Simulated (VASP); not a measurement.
The system is In.

```xyz
1
Lattice="-1.6146 1.6146 2.4571 1.6146 -1.6146 2.4571 1.6146 1.6146 -2.4571" Properties=species:S:1:pos:R:3 pbc="T T T"
In    0.0000    0.0000    0.0000
```

Base run:

```yaml
Program: VASP 6.6.1
Functional: LDA
Potentials_or_basis: VASP PAW LDA potentials, release 64 (In_d)
Cutoff: 520 eV
k_mesh: 11 × 11 × 11
Occupations: fermi-dirac, width 0.05 eV
Spin: no spin polarisation
```

Its results: pressure -1.8 GPa.

**Question.** The run is repeated on the same cell with these changes: functional from LDA to r2SCAN; potentials or basis from VASP PAW LDA potentials, release 64 (In_d) to VASP PAW PBE potentials, release 64 (In_d). What comes out?

**Answer.** Pressure 1.2 GPa.

Caveats: the PAW data sets were made with another functional, which shifts forces and pressure a little (some runs).
